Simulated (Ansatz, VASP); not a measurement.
# One calculation of Mo, two programs

```xyz
1
Lattice="-1.5734 1.5734 1.5734 1.5734 -1.5734 1.5734 1.5734 1.5734 -1.5734" Properties=species:S:1:pos:R:3 pbc="T T T"
Mo    0.0000    0.0000    0.0000
```

Alike in both runs: task single point; functional LDA; k mesh 12 × 12 × 12; occupations methfessel-paxton of order 1, width 0.1 eV; no spin polarisation.

|  | VASP | Ansatz |
| --- | --- | --- |
| version | VASP 6.6.1 | Ansatz 0.2.0 |
| potentials or method | VASP PAW LDA potentials, release 64 (Mo_sv) | plane waves, PAW |
| plane-wave cutoff (eV) | 500 | 420 |
| valence electrons in the cell | 14 | 14 |

```csv
,VASP,Ansatz,Ansatz less VASP
gap on the k mesh at the Fermi level (eV),none,none,-
pressure (GPa),-8.3,-9.4,-1.12
```

LDA's correlation is that of Perdew and Zunger in VASP and of Perdew and Wang (1992) in Ansatz. A gap of «none» marks a metal or a gap that the smearing closes.
